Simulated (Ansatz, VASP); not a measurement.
TlBr3 in VASP and in Ansatz

```xyz
4
Lattice="12.8400 0.0000 0.0000 0.0000 13.4300 0.0000 0.0000 0.0000 9.0000" Properties=species:S:1:pos:R:3 pbc="T T T"
Tl    5.7796    6.7163    4.5000
Br    8.3387    6.7162    4.5000
Br    4.5001    8.9326    4.5000
Br    4.5000    4.5000    4.5000
```

Alike in both runs: task single point; functional PBE; k mesh 1 × 1 × 1; occupations gaussian, width 0.01 eV; no spin polarisation.

|  | VASP | Ansatz |
| --- | --- | --- |
| version | VASP 6.6.1 | Ansatz 0.2.0 |
| potentials or method | VASP PAW PBE potentials, release 64 (Tl_d, Br), cutoff 520 eV | scalar-relativistic, plane waves, PAW |
| valence electrons in the cell | 34 | 34 |

```tsv
	VASP	Ansatz	Ansatz less VASP
gap on the k mesh at the Fermi level (eV)	2.39	2.39	+0.005
rms of the force components (eV/Å)	0.113	0.114	+0.0013
```

Atom by atom the forces differ by 0.001 eV/Å (rms over components). With one functional, cell and mesh, what is left measures potentials, basis and numerics. Ansatz's warnings: structure snapped to symmetry.

Spin-orbit coupling is off throughout.
